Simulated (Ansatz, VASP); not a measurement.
## Two plane-wave programs on GaN

```xyz
2
Lattice="0.0000 2.2742 2.2742 2.2742 0.0000 2.2742 2.2742 2.2742 0.0000" Properties=species:S:1:pos:R:3 pbc="T T T"
Ga    0.0000   -0.0030    0.0000
N     3.4114    3.4264    3.4114
```

Change from the starting cell: mode 4 (516.3 1/cm) frozen in, largest displacement +0.015 Å.

Alike in both runs: task single point; functional PBE; k mesh 10 × 10 × 10; occupations gaussian, width 0.05 eV; no spin polarisation.

|  | VASP | Ansatz |
| --- | --- | --- |
| version | VASP 6.6.1 | Ansatz 0.2.0 |
| potentials or method | VASP PAW PBE potentials, release 64 (Ga_d, N), cutoff 520 eV | scalar-relativistic, plane waves, PAW |
| valence electrons in the cell | 18 | 18 |

|  | VASP | Ansatz | Ansatz less VASP |
| --- | --- | --- | --- |
| gap on the k mesh at the Fermi level (eV) | 1.51 | 1.51 | -0.006 |
| least direct gap on the mesh (eV) | 1.51 | 1.51 | -0.006 |
| pressure (GPa) | 0.1 | 0.0 | -0.08 |
| traceless stress, the component that is largest in VASP (GPa) | 0.86 | 0.88 | +0.020 |
| rms of the force components (eV/Å) | 0.117 | 0.119 | +0.0016 |

Atom by atom the forces differ by 0.002 eV/Å (rms over components).
